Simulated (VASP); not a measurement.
# Sn (Fd-3m) in VASP: notebook, part 2 of 2

VASP 6.6.1. Earlier steps stand in the parts before.

## Step 5: Single point, LDA

This run uses another cell than the first one, of 33.95 Å³/atom, 0.993 times its volume.

Contents of INCAR:

```
PREC = Accurate
ENCUT = 520
EDIFF = 1E-6
ISMEAR = -1
SIGMA = 0.15
LREAL = F
LASPH = T
NELM = 60
ALGO = Fast
ISIF = 2
LWAVE = F
LCHARG = T
GGA = CA
LELF = T
LVHAR = T
NBANDS = 21
```

Contents of KPOINTS:

```
Automatic mesh
0
Gamma
  12 12 12
```

Contents of POSCAR:

```
Sn
1.0
    0.0000000000      3.2381289419      3.2381289419
    3.2381289419      0.0000000000      3.2381289419
    3.2381289419      3.2381289419      0.0000000000
Sn
2
Direct
    0.5000000000      0.5000000000      0.5000000000
    0.7500000000      0.7500000000      0.7500000000
```

Potentials or basis: VASP PAW LDA potentials, release 64 (Sn_d).

The run is started by

```console
cat potpaw_LDA.64/Sn_d/POTCAR > POTCAR
mpirun -np 1 vasp_std > vasp.out
```

OUTCAR:

```text
PREC = Accurate
   ENCUT = 520
   EDIFF = 1E-6
   ISMEAR = -1
   LREAL = F
   LASPH = T
   NELM = 60
   ISIF = 2
   GGA = CA

 ion  position               nearest neighbor table
   1  0.500  0.500  0.500-   2 2.80   2 2.80   2 2.80   2 2.80
   2  0.750  0.750  0.750-   1 2.80   1 2.80   1 2.80   1 2.80

  LATTYP: Found a face centered cubic cell.
 ALAT       =     6.4762578838

  Lattice vectors:

 A1 = (   0.0000000000,   3.2381289419,   3.2381289419)
 A2 = (   3.2381289419,   0.0000000000,   3.2381289419)
 A3 = (   3.2381289419,   3.2381289419,   0.0000000000)

Analysis of symmetry for initial positions (statically):
=====================================================================
 Subroutine PRICEL returns:
 Original cell was already a primitive cell.

 Routine SETGRP: Setting up the symmetry group for a
 face centered cubic supercell.

 Subroutine GETGRP returns: Found 48 space group operations
 (whereof 24 operations were pure point group operations)
 out of a pool of 48 trial point group operations.

[... 152 lines left out ...]
 NGX is ok and might be reduce to    36
   NGX = 17   NGY = 17   NGZ = 17

 number of electron      28.0000006 magnetization

 Free energy of the ion-electron system (eV)
  ---------------------------------------------------
  ext. energy  EPLUGINS =         0.00000000
  ---------------------------------------------------
  free energy    TOTEN  =        -8.94875770 eV

  energy without entropy =       -8.93403167  energy(sigma->0) =       -8.94139468

 E-fermi :   5.4675     XC(G=0):  -9.2216

 val. band max:        5.3863335803   @ k =   0.4167   0.0000   0.0000
 cond. band min:       5.5159657042   @ k =   0.3333   0.0000   0.0000
 fundamental gap:      0.1296321239
 Fermi energy:         5.4674783639

 k-point     1 :       0.0000    0.0000    0.0000
  band No.  band energies     occupation
      1     -16.1953      2.00000
      2     -16.1953      2.00000
      3     -16.1953      2.00000
      4     -16.1327      2.00000
      5     -16.1327      2.00000
      6     -15.8155      2.00000
[... 565 lines left out ...]
     20      13.2940      0.00000
     21      13.4298      0.00000

 [... further k-points ...]
[... 5 lines left out ...]
  --------------------------------------------------------------------------------------
  -------------------------------------------------------------------------------------
  Total       -0.0125154     -0.0125154     -0.0125154      0.0000000     -0.0000000      0.0000000
  in kB       -0.2952871     -0.2952871     -0.2952871      0.0000000     -0.0000000      0.0000000
  external PRESSURE =      -0.2952871 kB  Pullay stress =       0.0000000 kB

 VOLUME and BASIS-vectors are now :
 -----------------------------------------------------------------------------
  energy-cutoff  :      520.00
  volume of cell :       67.91
      direct lattice vectors                 reciprocal lattice vectors
     0.000000000  3.238128942  3.238128942    -0.154410158  0.154410158  0.154410158
     3.238128942  0.000000000  3.238128942     0.154410158 -0.154410158  0.154410158
     3.238128942  3.238128942  0.000000000     0.154410158  0.154410158 -0.154410158

 POSITION                                       TOTAL-FORCE (eV/Angst)
 -----------------------------------------------------------------------------------
      3.23813      3.23813      3.23813         0.000000      0.000000      0.000000
      4.85719      4.85719      4.85719        -0.000000     -0.000000     -0.000000
 -----------------------------------------------------------------------------------
    total drift:                                0.000000      0.000000      0.000000

  FREE ENERGIE OF THE ION-ELECTRON SYSTEM (eV)
  ---------------------------------------------------
  free  energy   TOTEN  =        -8.9487576993 eV

  energy  without entropy=       -8.9340316671  energy(sigma->0) =       -8.94139468
```

OSZICAR:

```text
N       E                     dE             d eps       ncg     rms          rms(c)
DAV:   1     0.232218454655E+03    0.23222E+03   -0.14935E+04  3059   0.196E+03
DAV:   2     0.169837553784E+02   -0.21523E+03   -0.21039E+03  3024   0.449E+02
DAV:   3    -0.820807101887E+01   -0.25192E+02   -0.25048E+02  3519   0.143E+02
DAV:   4    -0.904719548976E+01   -0.83912E+00   -0.83866E+00  3474   0.294E+01
DAV:   5    -0.907616290314E+01   -0.28967E-01   -0.28967E-01  4381   0.536E+00    0.331E+00
RMM:   6    -0.898997453253E+01    0.86188E-01   -0.31614E-02  3712   0.194E+00    0.193E+00
RMM:   7    -0.894739070854E+01    0.42584E-01   -0.64442E-02  3764   0.226E+00    0.144E-01
RMM:   8    -0.894842790076E+01   -0.10372E-02   -0.10212E-02  4115   0.911E-01    0.601E-02
RMM:   9    -0.894874002803E+01   -0.31213E-03   -0.29465E-03  4859   0.463E-01    0.466E-02
RMM:  10    -0.894874633800E+01   -0.63100E-05   -0.24587E-04  4119   0.184E-01    0.147E-02
RMM:  11    -0.894875690270E+01   -0.10565E-04   -0.14691E-04  5079   0.966E-02    0.138E-02
RMM:  12    -0.894875755011E+01   -0.64741E-06   -0.10788E-05  3966   0.269E-02    0.574E-03
RMM:  13    -0.894875769935E+01   -0.14924E-06   -0.21986E-06  2182   0.124E-02
   1 F= -.89487577E+01 E0= -.89413947E+01  d E =-.147260E-01
```

stdout:

```text
POSCAR found type information on POSCAR Sn
 POSCAR found :  1 types and       2 ions
 scaLAPACK will be used
 LDA part: xc-table for (Slater(with rela. corr.)+CA(PZ))
 , standard interpolation
 POSCAR, INCAR and KPOINTS ok, starting setup
 FFT: planning ... GRIDC
 FFT: planning ... GRID_SOFT
 FFT: planning ... GRID
 WAVECAR not read
 entering main loop
WARNING in EDDRMM: call to ZHEGV failed, returncode =   8  4     21
```

Wall time 79 s (1 thread of Intel Xeon Platinum 8488C (Sapphire Rapids), shared host); peak memory 0.21 GiB.

What came out:

```yaml
Free_energy: -8.9488 eV
Pressure: 0.0 GPa
Band_gap_on_the_k_mesh: zero (band 14 reaches 5.52 eV, above the bottom of band 15 at 5.34 eV)
```

Caveat: spin-orbit coupling is left out, which moves the levels of the heavy elements.

## Step 6: Single point, LDA (volume scaled by 1.02)

Contents of INCAR:

```
SYSTEM = Sn
  PREC = Accurate
  ENCUT = 520
  EDIFF = 1E-7
  ISMEAR = -1
  SIGMA = 0.15
  LREAL = .False.
  LASPH = .True.
  NELM = 100
  ALGO = Normal
  ISIF = 2
  LWAVE = .False.
  LCHARG = .False.
  NBANDS = 21
```

Contents of KPOINTS:

```
regular mesh
0
Gamma
  12 12 12
  0 0 0
```

Contents of POSCAR:

```
Sn
1.0
    0.0000000000      3.2595741294      3.2595741294
    3.2595741294      0.0000000000      3.2595741294
    3.2595741294      3.2595741294      0.0000000000
Sn
2
Direct
    0.5000000000      0.5000000000      0.5000000000
    0.7500000000      0.7500000000      0.7500000000
```

Potentials or basis: VASP PAW LDA potentials, release 64 (Sn_d).

The run is started by

```console
cat potpaw_LDA.64/Sn_d/POTCAR > POTCAR
mpirun -np 1 vasp_std > vasp.out
```

Wall time 64 s (1 thread of Intel Xeon Platinum 8488C (Sapphire Rapids), shared host); peak memory 0.21 GiB.

It converged, with:

```
Free energy            : -8.9456 eV
Pressure               : -0.8 GPa
Band gap on the k mesh : zero (band 14 reaches 5.31 eV, above the bottom of band 15 at 5.09 eV)
```

Levels at points of the mesh, in eV from the Fermi level:
```
           k point  band 11  band 12  band 13  band 14  band 15  band 16  band 17  band 18
(0.00, 0.00, 0.00)   -10.58    -0.92     0.06     0.06     0.06     2.12     2.12     2.12
(0.50, 0.00, 0.00)    -8.99    -6.31    -1.12    -1.12    -0.15     3.19     3.19     5.51
(0.50, 0.50, 0.00)    -7.54    -7.54    -2.44    -2.44     0.75     0.75     7.54     7.54
```

Caveat: the cell differs from its parent crystal (volume scaled by 1.02); spin-orbit coupling is left out, which moves the levels of the heavy elements.

## Step 7: Summary

```tsv
cell	k mesh	smearing	gap on the mesh (eV)	pressure (GPa)
a = 4.590 Å, angles 60.0°, 2 atoms	6 × 6 × 6	gaussian 0.1 eV	none	-0.3
a = 4.549 Å, angles 60.0°, 2 atoms	12 × 12 × 12	fermi-dirac 0.15 eV	none	1.0
a = 4.578 Å, angles 60.0°, 2 atoms	12 × 12 × 12	gaussian 0.1 eV	none	0.0
a = 4.579 Å, angles 60.0°, 2 atoms	12 × 12 × 12	fermi-dirac 0.15 eV	none	0.0
a = 4.610 Å, angles 60.0°, 2 atoms	12 × 12 × 12	fermi-dirac 0.15 eV	none	-0.8
```

Alike in all rows: task single point; level LDA; potentials or basis VASP PAW LDA potentials, release 64 (Sn_d); no spin polarisation; cutoff (eV) 520.

Caveats: spin-orbit coupling is left out, which moves the levels of the heavy elements.

Absolute energies hang on the potentials; compare differences alone.
